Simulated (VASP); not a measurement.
# AlNi3 (Pm-3m) in VASP: notebook, part 2 of 2

VASP 6.6.1.

## 4. Single point, PBE, collinear spin, ferromagnetic start (volume scaled by 0.66)

Input file INCAR:

```
SYSTEM = AlNi3
PREC     = Accurate       ! precision mode
ENCUT    = 520            ! plane-wave cutoff, eV
EDIFF    = 1E-7           ! SCF threshold, eV
ISMEAR   = -1             ! smearing method
SIGMA    = 0.03           ! smearing width, eV
LREAL    = .False.        ! projectors in reciprocal space
LASPH    = .True.         ! aspherical terms in the spheres
NELM     = 150            ! most SCF steps
ALGO     = Normal         ! electronic algorithm
ISIF     = 2              ! what is computed and relaxed
LWAVE    = .False.        ! write WAVECAR
LCHARG   = .False.        ! write CHGCAR
ISPIN    = 2              ! spin polarisation
MAGMOM   = 0 1.5 1.5 1.5  ! initial moments
LORBIT   = 11             ! projections on sites
LMAXMIX  = 4              ! l up to which the mixer works
GGA      = PE             ! functional
NBANDS   = 28             ! bands
```

Input file KPOINTS:

```
Automatic mesh
0
Gamma
  10 10 10
  0 0 0
```

Input file POSCAR:

```
AlNi3
1.0
    3.0673784919      0.0000000000      0.0000000000
    0.0000000000      3.0673784919      0.0000000000
    0.0000000000      0.0000000000      3.0673784919
Al Ni
1 3
Direct
    0.0000000000      0.0000000000      0.0000000000
    0.0000000000      0.5000000000      0.5000000000
    0.5000000000      0.0000000000      0.5000000000
    0.5000000000      0.5000000000      0.0000000000
```

Potentials or basis: VASP PAW PBE potentials, release 64 (Al, Ni).

Command:

```bash
$ cat potpaw_PBE.64/Al/POTCAR potpaw_PBE.64/Ni/POTCAR > POTCAR
$ mpirun -np 1 vasp_std > vasp.out
```

OUTCAR:

```text
SYSTEM = AlNi3
   PREC = Accurate
   ENCUT = 520
   EDIFF = 1E-7
   ISMEAR = -1
   LREAL = .False.
   LASPH = .True.
   NELM = 150
   ISIF = 2
   ISPIN = 2
   LORBIT = 11
   GGA = PE

 ion  position               nearest neighbor table
   1  0.000  0.000  0.000-   2 2.17   3 2.17   4 2.17   2 2.17   3 2.17   2 2.17   4 2.17   2 2.17
                             3 2.17   4 2.17   3 2.17   4 2.17
   2  0.000  0.500  0.500-   1 2.17   3 2.17   4 2.17   1 2.17   4 2.17   1 2.17   3 2.17   1 2.17
                             3 2.17   4 2.17   4 2.17   3 2.17
   3  0.500  0.000  0.500-   1 2.17   2 2.17   4 2.17   1 2.17   4 2.17   2 2.17   4 2.17   4 2.17
                             1 2.17   2 2.17   1 2.17   2 2.17
   4  0.500  0.500  0.000-   1 2.17   2 2.17   3 2.17   2 2.17   3 2.17   1 2.17   3 2.17   3 2.17
                             1 2.17   2 2.17   2 2.17   1 2.17

  LATTYP: Found a simple cubic cell.
 ALAT       =     3.0673784919

  Lattice vectors:

 A1 = (   3.0673784919,   0.0000000000,   0.0000000000)
 A2 = (   0.0000000000,   3.0673784919,   0.0000000000)
 A3 = (   0.0000000000,   0.0000000000,   3.0673784919)

Analysis of symmetry for initial positions (statically):
=====================================================================
 Subroutine PRICEL returns:
 Original cell was already a primitive cell.

 Routine SETGRP: Setting up the symmetry group for a
 simple cubic supercell.

 Subroutine GETGRP returns: Found 48 space group operations
[... 9 lines left out ...]

 Routine SETGRP: Setting up the symmetry group for a
 simple cubic supercell.

 Subroutine GETGRP returns: Found 48 space group operations
 (whereof 48 operations were pure point group operations)
 out of a pool of 48 trial point group operations.

The dynamic configuration has the point symmetry O_h .

Analysis of structural, dynamic, and magnetic symmetry:
=====================================================================
 Subroutine PRICEL returns:
 Original cell was already a primitive cell.

 Routine SETGRP: Setting up the symmetry group for a
 simple cubic supercell.

 Subroutine GETGRP returns: Found 48 space group operations
 (whereof 48 operations were pure point group operations)
 out of a pool of 48 trial point group operations.

The overall configuration has the point symmetry O_h .

 Subroutine INISYM returns: Found 48 space group operations
[... 5 lines left out ...]
                                     Primitive cell

  volume of cell :      28.8604

  direct lattice vectors                    reciprocal lattice vectors
     3.067378492  0.000000000  0.000000000     0.326011284  0.000000000  0.000000000
     0.000000000  3.067378492  0.000000000     0.000000000  0.326011284  0.000000000
     0.000000000  0.000000000  3.067378492     0.000000000  0.000000000  0.326011284

  length of vectors
     3.067378492  3.067378492  3.067378492     0.326011284  0.326011284  0.326011284

  position of ions in fractional coordinates (direct lattice)
     0.000000000  0.000000000  0.000000000
     0.000000000  0.500000000  0.500000000
     0.500000000  0.000000000  0.500000000
     0.500000000  0.500000000  0.000000000

  ion indices of the primitive-cell ions
   primitive index   ion index
                 1           1
                 2           2
                 3           3
                 4           4

----------------------------------------------------------------------------------------

 KPOINTS: Automatic mesh

Automatic generation of k-mesh.
 Grid dimensions read from file:
 generate k-points for:   10   10   10

 Generating k-lattice:
[... 65 lines left out ...]
   NSW    =      0    number of steps for IOM
   IBRION =     -1    ionic relax: 0-MD 1-quasi-New 2-CG
   NFREE  =      0    steps in history (QN), initial steepest desc. (CG)
   ISIF   =      2    stress and relaxation
   ISYM   =      2    0-nonsym 1-usesym 2-fastsym
   POTIM  = 0.5000    time-step for ionic-motion
   TEBEG  =    0.0;   TEEND  =   0.0 temperature during run
   PSTRESS=    0.0 pullay stress
   NELECT =      33.0000    total number of electrons
   NUPDOWN=      -1.0000    fix difference up-down
   EMIN   =  10.00;   EMAX   =-10.00  energy-range for DOS
   EFERMI =   0.00;   METHOD = LEGACY
   ISMEAR =    -1;   SIGMA  =   0.03  broadening in eV -4-tet -1-fermi 0-gaus
   EFERMI_NEDOS =   21; number of points for ismear=-14 and -15
   IALGO  =     38    algorithm
   IMIX   =      4    mixing-type and parameters
     AMIX     =   0.40;   BMIX     =  1.00
     AMIX_MAG =   1.60;   BMIX_MAG =  1.00
  volume/ion in A,a.u.               =       7.22        48.69
  Fermi-wavevector in a.u.,A,eV,Ry     =   1.711902  3.235025 39.873326  2.930607
  Thomas-Fermi vector in A             =   2.789930
   LORBIT       =     11    0 simple, 1 ext, 2 COOP (PROOUT), +10 PAW based schemes
   GGA     = PE    functional components
   LHFCALC =     F    Hartree Fock is set to
   AEXX    =    0.0000 exact exchange contribution
   IVDW    =     0    specifies the selected vdW correction
   LEPSILON=     F    determine dielectric tensor
   LRPA    =     F    only Hartree local field effects (RPA)
 spin polarized calculation
  energy-cutoff  :      520.00
  volume of cell :       28.86
 maximum number of plane-waves:       804
 NGX is ok and might be reduce to    24
   NGX = 11   NGY = 11   NGZ = 11

 number of electron      33.0000037 magnetization       0.0008769

 number of electron      33.0000037 magnetization      -0.0001385

 Free energy of the ion-electron system (eV)
  ---------------------------------------------------
  ext. energy  EPLUGINS =         0.00000000
  ---------------------------------------------------
  free energy    TOTEN  =       -14.13832953 eV

  energy without entropy =      -14.12984506  energy(sigma->0) =      -14.13408729

 E-fermi :  17.1532     XC(G=0): -15.2962

 val. band max:       17.1487026026   @ k =   0.4000   0.4000   0.4000
 cond. band min:      17.1663414201   @ k =   0.3000   0.2000   0.1000
 fundamental gap:      0.0176388175
 Fermi energy:        17.1532102484

 spin component 1

 k-point     1 :       0.0000    0.0000    0.0000
  band No.  band energies     occupation
      1       3.7017      1.00000
      2       9.3120      1.00000
      3      10.4818      1.00000
      4      10.4818      1.00000
      5      11.1438      1.00000
      6      11.1438      1.00000
[... 733 lines left out ...]
     27      35.5285      0.00000
     28      37.0651      0.00000

 [... further k-points ...]

 spin component 2

 k-point     1 :       0.0000    0.0000    0.0000
  band No.  band energies     occupation
      1       3.7017      1.00000
      2       9.3120      1.00000
      3      10.4818      1.00000
      4      10.4818      1.00000
      5      11.1437      1.00000
      6      11.1437      1.00000
[... 733 lines left out ...]
     27      35.5285      0.00000
     28      37.0810      0.00000

 [... further k-points ...]

------------------------ aborting loop because EDIFF is reached ----------------------------------------

  FORCE on cell =-STRESS in cart. coord.  units (eV):
  Direction    XX          YY          ZZ          XY          YZ          ZX
  --------------------------------------------------------------------------------------
  -------------------------------------------------------------------------------------
  Total       41.2329406     41.2329406     41.2329406     -0.0000000     -0.0000000     -0.0000000
  in kB     2289.0368646   2289.0368646   2289.0368646     -0.0000000     -0.0000000     -0.0000000
  external PRESSURE =    2289.0368646 kB  Pullay stress =       0.0000000 kB

 VOLUME and BASIS-vectors are now :
 -----------------------------------------------------------------------------
  energy-cutoff  :      520.00
  volume of cell :       28.86
      direct lattice vectors                 reciprocal lattice vectors
     3.067378492  0.000000000  0.000000000     0.326011284  0.000000000  0.000000000
     0.000000000  3.067378492  0.000000000     0.000000000  0.326011284  0.000000000
     0.000000000  0.000000000  3.067378492     0.000000000  0.000000000  0.326011284

 POSITION                                       TOTAL-FORCE (eV/Angst)
 -----------------------------------------------------------------------------------
      0.00000      0.00000      0.00000         0.000000      0.000000      0.000000
      0.00000      1.53369      1.53369         0.000000      0.000000      0.000000
      1.53369      0.00000      1.53369         0.000000      0.000000      0.000000
      1.53369      1.53369      0.00000         0.000000      0.000000      0.000000
 -----------------------------------------------------------------------------------
    total drift:                                0.000000     -0.000000     -0.000000

  FREE ENERGIE OF THE ION-ELECTRON SYSTEM (eV)
  ---------------------------------------------------
  free  energy   TOTEN  =       -14.1383295298 eV

  energy  without entropy=      -14.1298450595  energy(sigma->0) =      -14.13408729

 total charge

# of ion       s       p       d       tot
------------------------------------------
    1        0.510   0.656   0.000   1.167
    2        0.756   1.083   8.785  10.623
    3        0.756   1.083   8.785  10.623
    4        0.756   1.083   8.785  10.623
--------------------------------------------------
tot          2.779   3.904  26.354  33.037

 magnetization (x)

# of ion       s       p       d       tot
------------------------------------------
    1       -0.000   0.000   0.000   0.000
    2        0.000   0.000  -0.000  -0.000
    3        0.000   0.000  -0.000  -0.000
    4        0.000   0.000  -0.000  -0.000
--------------------------------------------------
tot         -0.000   0.000  -0.000  -0.000
```

It took 65 s on 1 thread of AMD EPYC 9R14 (Zen 4), shared host; peak memory 0.16 GiB.

What came out:

```
Free energy : -14.1383 eV
Pressure    : 228.9 GPa
Net moment  : 0.00 μB per cell
```

Caveat: the starting moments collapsed, and a magnetic state may lie lower.
